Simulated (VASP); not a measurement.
# TiAl3 (I4/mmm) in VASP: a series of runs, part 2 of 2

VASP 6.6.1.

**4. Single point, r2SCAN**

This run uses another cell than the first one, of 16.26 Å³/atom.

File POSCAR:

```
TiAl3
1.0
   -1.9362557970      1.9362557970      4.3369998440
    1.9362557970     -1.9362557970      4.3369998440
    1.9362557970      1.9362557970     -4.3369998440
Ti Al
1 3
Direct
    0.0000000000      0.0000000000      0.0000000000
    0.2500000000      0.7500000000      0.5000000000
    0.7500000000      0.2500000000      0.5000000000
    0.5000000000      0.5000000000      0.0000000000
```

File INCAR.step1:

```
PREC     = Accurate       # precision mode
ENCUT    = 520            # plane-wave cutoff, eV
ISMEAR   = -1             # smearing method
SIGMA    = 0.05           # smearing width, eV
LREAL    = F              # projectors in reciprocal space
LASPH    = T              # aspherical terms in the spheres
NELM     = 100            # most SCF steps
NBANDS   = 18             # bands
GGA      = PE             # functional
ALGO     = Normal         # electronic algorithm
EDIFF    = 1E-4           # SCF threshold, eV
LWAVE    = T              # write WAVECAR
LCHARG   = F              # write CHGCAR
```

File INCAR.step2:

```
PREC     = Accurate       # precision mode
ENCUT    = 520            # plane-wave cutoff, eV
EDIFF    = 1E-6           # SCF threshold, eV
ISMEAR   = -1             # smearing method
SIGMA    = 0.05           # smearing width, eV
LREAL    = F              # projectors in reciprocal space
LASPH    = T              # aspherical terms in the spheres
NELM     = 100            # most SCF steps
ALGO     = Normal         # electronic algorithm
ISIF     = 2              # what is computed and relaxed
LWAVE    = F              # write WAVECAR
LCHARG   = F              # write CHGCAR
METAGGA  = R2SCAN         # meta-GGA
LMIXTAU  = T            
NBANDS   = 18             # bands
ISTART   = 1
```

File KPOINTS:

```
regular mesh
0
Gamma
  10 10 10
```

Potentials or basis: VASP PAW PBE potentials, release 64 (Ti_sv, Al).

On the command line:

```
$ cat potpaw_PBE.64/Ti_sv/POTCAR potpaw_PBE.64/Al/POTCAR > POTCAR
$ cp INCAR.step1 INCAR
$ mpirun -np 1 vasp_std > vasp.out
$ cp INCAR.step2 INCAR
$ mpirun -np 1 vasp_std > vasp.out
```

OUTCAR:

```text
PREC = Accurate
   ENCUT = 520
   EDIFF = 1E-6
   ISMEAR = -1
   LREAL = F
   LASPH = T
   NELM = 100
   ISIF = 2
   METAGGA = R2SCAN
   ISTART = 1

 ion  position               nearest neighbor table
   1  0.000  0.000  0.000-   4 2.74   4 2.74   4 2.74   4 2.74   3 2.91   3 2.91   2 2.91   2 2.91
                             3 2.91   2 2.91   3 2.91   2 2.91
   2  0.250  0.750  0.500-   3 2.74   3 2.74   3 2.74   3 2.74   1 2.91   1 2.91   4 2.91   4 2.91
                             4 2.91   1 2.91   4 2.91   1 2.91
   3  0.750  0.250  0.500-   2 2.74   2 2.74   2 2.74   2 2.74   4 2.91   4 2.91   1 2.91   1 2.91
                             4 2.91   1 2.91   4 2.91   1 2.91
   4  0.500  0.500  0.000-   1 2.74   1 2.74   1 2.74   1 2.74   2 2.91   2 2.91   3 2.91   3 2.91
                             3 2.91   2 2.91   3 2.91   2 2.91

  LATTYP: Found a body centered tetragonal cell.
 ALAT       =     3.8725115940
 C/A-ratio  =     2.2398899209

  Lattice vectors:

 A1 = (  -1.9362557970,   1.9362557970,   4.3369998440)
 A2 = (   1.9362557970,  -1.9362557970,   4.3369998440)
 A3 = (   1.9362557970,   1.9362557970,  -4.3369998440)

Analysis of symmetry for initial positions (statically):
[... 172 lines left out ...]
  ---------------------------------------------------
  free energy    TOTEN  =       -34.88065874 eV

  energy without entropy =      -34.86782131  energy(sigma->0) =      -34.87424003

 E-fermi :   7.9677     XC(G=0): -11.3920

 val. band max:        7.9418815694   @ k =   0.2000  -0.0000   0.0000
 cond. band min:       7.9782134892   @ k =   0.5000   0.5000   0.3000
 fundamental gap:      0.0363319198
 Fermi energy:         7.9677406732

 k-point     1 :       0.0000    0.0000    0.0000
  band No.  band energies     occupation
      1     -50.9573      2.00000
      2     -26.2174      2.00000
      3     -26.2174      2.00000
      4     -26.1493      2.00000
      5      -2.5624      2.00000
      6       5.0378      2.00000
[... 481 lines left out ...]
      5       0.8364      2.00000
      6       2.0071      2.00000
[... 10 lines left out ...]
     17      12.8616      0.00000
     18      14.1426      0.00000

 [... further k-points ...]
[... 5 lines left out ...]
  --------------------------------------------------------------------------------------
  -------------------------------------------------------------------------------------
  Total       -1.6875680     -1.6875680     -1.7160848      0.0000000      0.0000000      0.0000000
  in kB      -41.5716260    -41.5716260    -42.2741097      0.0000000      0.0000000      0.0000000
  external PRESSURE =     -41.8057872 kB  Pullay stress =       0.0000000 kB

 VOLUME and BASIS-vectors are now :
 -----------------------------------------------------------------------------
  energy-cutoff  :      520.00
  volume of cell :       65.04
      direct lattice vectors                 reciprocal lattice vectors
    -1.936255797  1.936255797  4.336999844     0.000000000  0.258230344  0.115287069
     1.936255797 -1.936255797  4.336999844     0.258230344  0.000000000  0.115287069
     1.936255797  1.936255797 -4.336999844     0.258230344  0.258230344  0.000000000

 POSITION                                       TOTAL-FORCE (eV/Angst)
 -----------------------------------------------------------------------------------
      0.00000      0.00000      0.00000        -0.000000     -0.000000     -0.000000
      1.93626      0.00000      2.16850        -0.000000      0.000000     -0.000000
      0.00000      1.93626      2.16850         0.000000     -0.000000      0.000000
      0.00000      0.00000      4.33700        -0.000000     -0.000000     -0.000000
 -----------------------------------------------------------------------------------
    total drift:                               -0.000000     -0.000000     -0.000000

  FREE ENERGIE OF THE ION-ELECTRON SYSTEM (eV)
  ---------------------------------------------------
  free  energy   TOTEN  =       -34.8806587416 eV

  energy  without entropy=      -34.8678213127  energy(sigma->0) =      -34.87424003
```

Wall time 10 min (1 thread of Intel Xeon Platinum 8124M at 3.00GHz (Skylake/Cascade Lake), shared host); peak memory 0.33 GiB.

Results:

```yaml
Free_energy: -34.8807 eV
Pressure: -4.2 GPa
Band_gap_on_the_k_mesh: zero (an odd number of electrons rules out a gap without spin polarisation)
```

Caveat: the cell stands under tension; the PAW data sets were made with another functional, which shifts forces and pressure a little.

**5. Overview**

```csv
cell,gap on the mesh (eV),pressure (GPa)
"a = 5.062 Å, angles 135.6, 135.6, 64.5°, 4 atoms",none,0.0
"a = 5.096 Å, angles 135.6, 135.6, 64.5°, 4 atoms",none,-2.2
"a = 5.129 Å, angles 135.6, 135.6, 64.5°, 4 atoms",none,-4.2
```

Alike in all rows: task single point; level r2SCAN; potentials or basis VASP PAW PBE potentials, release 64 (Ti_sv, Al); no spin polarisation; k mesh 10 × 10 × 10; cutoff (eV) 520; smearing fermi-dirac 0.05 eV.

Caveats: the PAW data sets were made with another functional, which shifts forces and pressure a little; the cell stands under tension (at least some runs).

Absolute energies hang on the potentials; compare differences alone.

The gap in the log of VASP goes by the Fermi energy; the results here count the filled bands.